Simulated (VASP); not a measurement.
Set up this calculation in VASP 6.6.1, as the native input.

```yaml
Task: single point
Functional: PBEsol
Potentials_or_basis: VASP PAW PBE potentials, release 64 (Sc_sv)
Cutoff: 520 eV
k_mesh: 18 × 18 × 18
Occupations: gaussian, width 0.15 eV
Spin: no spin polarisation
Dipole_correction: no
Further_INCAR_settings: ALGO = Fast; EDIFF = 1e-06; NBANDS = 12
```

The structure of Sc lies in POSCAR:

```
Sc
1.0
    0.0000000000      2.2705000000      2.3386150000
    2.2705000000      0.0000000000      2.3386150000
    2.2705000000      2.2705000000      0.0000000000
Sc
1
Direct
    0.0000000000      0.0000000000      0.0000000000
```

This cell differs from its parent crystal: strain +0.000 along x and y, +0.030 along z.

One way to write it, as run:

INCAR

```
SYSTEM = Sc
ALGO = Fast ; EDIFF = 1E-6
ENCUT = 520 ; GGA = PS
ISIF = 2 ; ISMEAR = 0
LASPH = .True. ; LCHARG = .True.
LELF = .True. ; LREAL = .False.
LVHAR = .True. ; LWAVE = .False.
NBANDS = 12 ; NELM = 100
PREC = Accurate ; SIGMA = 0.15
```

KPOINTS

```
k-points
0
Gamma
  18 18 18
  0 0 0
```

Potentials or basis: VASP PAW PBE potentials, release 64 (Sc_sv).

Launch:

```console
$ cat potpaw_PBE.64/Sc_sv/POTCAR > POTCAR
$ mpirun -np 1 vasp_std > vasp.out
```

Results of the run:

```
Pressure : -1.2 GPa
```

Caveat: the cell differs from its parent crystal (strain +0.000 along x and y, +0.030 along z); the PAW data sets were made with another functional, which shifts forces and pressure a little.

Run time: 94 s on 1 thread of Intel(R) Xeon(R) Platinum 8488C (Sapphire Rapids) (shared host), peak memory 0.24 GiB.
